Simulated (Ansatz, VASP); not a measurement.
One calculation of Al, two programs

Contents of INCAR:

```
SYSTEM = Al
PREC = Accurate
ENCUT = 520
EDIFF = 1E-8
ISMEAR = -1
SIGMA = 0.05
LREAL = .FALSE.
LASPH = .TRUE.
NELM = 100
ALGO = Normal
ISIF = 2
LWAVE = .FALSE.
LCHARG = .FALSE.
GGA = PE
LEFG = .TRUE.
NBANDS = 8
```

The input KPOINTS:

```
Automatic mesh
0
G
  14 14 14
  0 0 0
```

POSCAR

```
Al
1.0
    0.0000000000      1.9826626923      1.9826626923
    1.9826626923      0.0000000000      1.9826626923
    1.9826626923      1.9826626923      0.0000000000
Al
1
Direct
    0.0000000000      0.0000000000      0.0000000000
```

Input for Ansatz:

```yaml
crystal:
  lattice:
    - [0.0, 1.9826626923, 1.9826626923]
    - [1.9826626923, 0.0, 1.9826626923]
    - [1.9826626923, 1.9826626923, 0.0]
  atoms:
    - { symbol: Al, position: [0.0, 0.0, 0.0] }
kpoints:
  mp_grid: { grid: [14, 14, 14] }
scf:
  occupations: { method: fermi_dirac, width: 0.05 }
hamiltonian:
  xc: pbe
  pseudopotentials: { kind: paw }
output:
  forces: true
  stress: true
  eigenvalues: true
  efg: { contact_densities: true }
```

Change from the starting cell: volume scaled by 0.94, PAW files.

Alike in both runs: task electric field gradients; functional PBE; k mesh 14 × 14 × 14; occupations fermi-dirac, width 0.05 eV; no spin polarisation.

|  | VASP | Ansatz |
| --- | --- | --- |
| version | VASP 6.6.1 | Ansatz 0.2.0 |
| potentials or method | VASP PAW PBE potentials, release 64 (Al) | PAW with Ansatz's default frozen-core files, scalar-relativistic |
| plane-wave cutoff (eV) | 520 | 420 |
| valence electrons in the cell | 3 | 3 |

```tsv
	VASP	Ansatz	Ansatz less VASP
pressure (GPa)	4.7	4.7	+0.04
```

The functional is the same, so the differences come from potentials, cutoffs and numerics.
